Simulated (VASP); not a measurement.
Set up this calculation in VASP 6.6.1, as the native input.

```
Task                   : single point
Functional             : LDA
Potentials or basis    : VASP PAW LDA potentials, release 64 (P)
Cutoff                 : 520 eV
k mesh                 : 8 × 8 × 6
Occupations            : fermi-dirac, width 0.05 eV
Spin                   : no spin polarisation
Dipole correction      : no
Further INCAR settings : ALGO = Normal; EDIFF = 1e-07; NBANDS = 18
```

The structure of P lies in POSCAR:

```
P
1.0
    1.6141062751     -5.3534750391      0.0000000000
    1.6141062751      5.3534750391      0.0000000000
    0.0000000000      0.0000000000      4.4508823070
P
4
Direct
    0.9041431300      0.0958568700      0.5888151700
    0.0958568700      0.9041431300      0.4111848300
    0.5958568700      0.4041431300      0.0888151700
    0.4041431300      0.5958568700      0.9111848300
```

This cell differs from its parent crystal: volume scaled by 0.94.

The input as run:

INCAR

```
SYSTEM = P
PREC = Accurate
ENCUT = 520
EDIFF = 1E-7
ISMEAR = -1
SIGMA = 0.05
LREAL = .FALSE.
LASPH = .TRUE.
NELM = 60
ALGO = Normal
ISIF = 2
LWAVE = .FALSE.
LCHARG = .FALSE.
GGA = CA
NBANDS = 18
```

KPOINTS

```
regular mesh
0
G
  8 8 6
  0 0 0
```

Potentials or basis: VASP PAW LDA potentials, release 64 (P).

Launch:

```console
$ cat potpaw_LDA.64/P/POTCAR > POTCAR
$ mpirun -np 1 vasp_std > vasp.out
```

Results of the run:

- Pressure: 2.6 GPa
- Largest force: 0.692 eV/Å
- Band gap on the k mesh: 0.07 eV, direct

It took 110 s on 1 thread of Intel Xeon 6975P-C, with other jobs on the host, peak memory 0.23 GiB.
